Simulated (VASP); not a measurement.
Runs of VASP 6.6.1 on YRe3. The structure is that of space group Pm-3m (No. 221), or close to it. The cells are those of the table. 

| task | cell | k mesh | cutoff (eV) | gap on the mesh (eV) | pressure (GPa) | relaxed volume (Å³/atom) |
| --- | --- | --- | --- | --- | --- | --- |
| relaxation of cell and atoms | relaxed from a = 4.116 Å, 4 atoms | 12 × 12 × 12 | 600 | none | 0.0 | 17.37 |
| single point | a = 4.114 Å, 4 atoms | 12 × 12 × 12 | 520 | none | (a) | - |
| single point | a = 4.116 Å, 4 atoms | 4 × 4 × 4 | 520 | none | -0.8 | - |
| single point | a = 4.086 Å, 4 atoms | 4 × 4 × 4 | 520 | none | 3.9 | - |
| relaxation of cell and atoms | relaxed from a = 4.086 Å, 4 atoms | 4 × 4 × 4 | 600 | none | -0.1 | 17.37 |

Alike in all rows: level PBE; potentials or basis VASP PAW PBE potentials, release 64 (Y_sv, Re); no spin polarisation; smearing gaussian 0.1 eV.

Q: Estimate the missing entries.

A: (a) -0.4.

Caveats: some runs use coarse meshes; spin-orbit coupling is left out, which moves the levels of the heavy elements.

A k mesh can miss the band edges, and the runs leave out spin-orbit coupling on Re, Y.

A gap of «none» marks levels without a gap at the run's occupations.
